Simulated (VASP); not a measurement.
The system is RbBr.

```
Rb Br
1.0
     0.00000    3.46083    3.46083
     3.46083    0.00000    3.46083
     3.46083    3.46083    0.00000
Rb Br
1 1
Direct
  0.00000 0.00000 0.00000
  0.50000 0.50000 0.50000
```

Base run:

- Program: VASP 6.6.1
- Functional: PBEsol
- Potentials or basis: VASP PAW PBE potentials, release 64 (Rb_sv, Br)
- Cutoff: 500 eV
- k mesh: 6 × 6 × 6
- Occupations: gaussian, width 0.01 eV
- Spin: no spin polarisation

Its results: band gap on the k mesh 4.15 eV; pressure -0.4 GPa.

The run is repeated on the same cell with these changes: functional from PBEsol to r2SCAN; cutoff from 500 eV to 550 eV; k mesh from 6 × 6 × 6 to 4 × 4 × 4. What comes out?

Band gap on the k mesh 4.89 eV; pressure 0.0 GPa.

Several settings changed at once.

Caveats: the PAW data sets were made with another functional, which shifts forces and pressure a little.

